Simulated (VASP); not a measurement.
A run of VASP 6.6.1:

INCAR

```
PREC = Accurate
ENCUT = 520
EDIFF = 1E-7
ISMEAR = 0
SIGMA = 0.15
LREAL = False
LASPH = True
NELM = 100
ALGO = Fast
ISIF = 2
LWAVE = False
LCHARG = False
GGA = PS
NBANDS = 38
```

File KPOINTS:

```
Automatic mesh
0
Gamma
  12 12 12
```

File POSCAR:

```
SnBi3
1.0
    0.0000000000      3.8794476738      3.8794476738
    3.8794476738      0.0000000000      3.8794476738
    3.8794476738      3.8794476738      0.0000000000
Sn Bi
1 3
Direct
    0.0111617101     -0.0037205700     -0.0037205700
    0.2500000000      0.2500000000      0.2500000000
    0.7500000000      0.7500000000      0.7500000000
    0.5000000000      0.5000000000      0.5000000000
```

Potentials or basis: VASP PAW PBE potentials, release 64 (Sn_d, Bi_d).

Command:

```bash
$ cat potpaw_PBE.64/Sn_d/POTCAR potpaw_PBE.64/Bi_d/POTCAR > POTCAR
$ mpirun -np 1 vasp_std > vasp.out
```

Hardware: 1 thread of Intel(R) Xeon(R) Platinum 8559C (Emerald Rapids) (shared host).

Task: Estimate the wall time of this run.

Result: It took 10 min on 1 thread of Intel(R) Xeon(R) Platinum 8559C (Emerald Rapids) (shared host), peak memory 0.74 GiB. Counts: scf iterations 16, k points 189.
